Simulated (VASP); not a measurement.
A run of VASP 6.6.1 is set up as follows.

POSCAR

```
SnTe
1.0
    4.4559750000      0.0000000000      0.0000000000
    2.2279875000      3.8589875486      0.0000000000
    2.2279875000      1.2863291829      3.6382883522
Sn Te
1 1
Direct
    0.0000000000      0.0000000000      0.0000000000
    0.5000000000      0.5000000000      0.5000000000
```

INCAR.step1

```
SYSTEM = SnTe
PREC = Accurate ; ENCUT = 600
ISMEAR = 0 ; SIGMA = 0.1
LREAL = .FALSE. ; LASPH = .TRUE.
NELM = 80 ; GGA = PE
ALGO = Normal ; EDIFF = 1E-4
LWAVE = .TRUE. ; LCHARG = .FALSE.
```

File INCAR.step2:

```
SYSTEM = SnTe
PREC = Accurate ; ENCUT = 600
EDIFF = 1E-6 ; ISMEAR = 0
SIGMA = 0.1 ; LREAL = .FALSE.
LASPH = .TRUE. ; NELM = 80
ALGO = Normal ; ISIF = 3
LWAVE = .FALSE. ; LCHARG = .FALSE.
METAGGA = R2SCAN ; LMIXTAU = .TRUE.
IBRION = 2 ; NSW = 60
EDIFFG = -0.01 ; PSTRESS = 50.0
ISTART = 1
```

The input KPOINTS:

```
regular mesh
0
G
  6 6 6
  0 0 0
```

Potentials or basis: VASP PAW PBE potentials, release 64 (Sn_d, Te).

The run is started by

```bash
$ cat potpaw_PBE.64/Sn_d/POTCAR potpaw_PBE.64/Te/POTCAR > POTCAR
$ cp INCAR.step1 INCAR
$ mpirun -np 1 vasp_std > vasp.out
$ cp INCAR.step2 INCAR
$ mpirun -np 1 vasp_std > vasp.out
```

Question: Predict the relaxed volume.

Answer: 29.49 Å³/atom.

Question: What does it give for the space group after relaxing (to 0.05 Å)?

Answer: Fm-3m (No. 225).

Question: What does it give for the relaxed cell?

Answer: a = 4.369 Å, b = 4.369 Å, c = 4.369 Å, α = 60.00°, β = 60.00°, γ = 60.00°.

Question: Predict the band gap on the k mesh.

Answer: 0.08 eV, direct.

Step by step:
```
step  energy change (eV)  largest force (eV/Å)  pressure (GPa)  volume (Å³)
   1              0.0000                0.0000            1.69        62.56
   2              0.1542                0.0000            7.60        56.89
   3              0.0721                0.0000            4.98        58.99
```

Caveat: the cell is relaxed towards a set pressure, so the enthalpy falls and the energy may rise; the PAW data sets were made with another functional, which shifts forces and pressure a little; spin-orbit coupling is left out, which moves the levels of the heavy elements. A k mesh can miss the band edges.
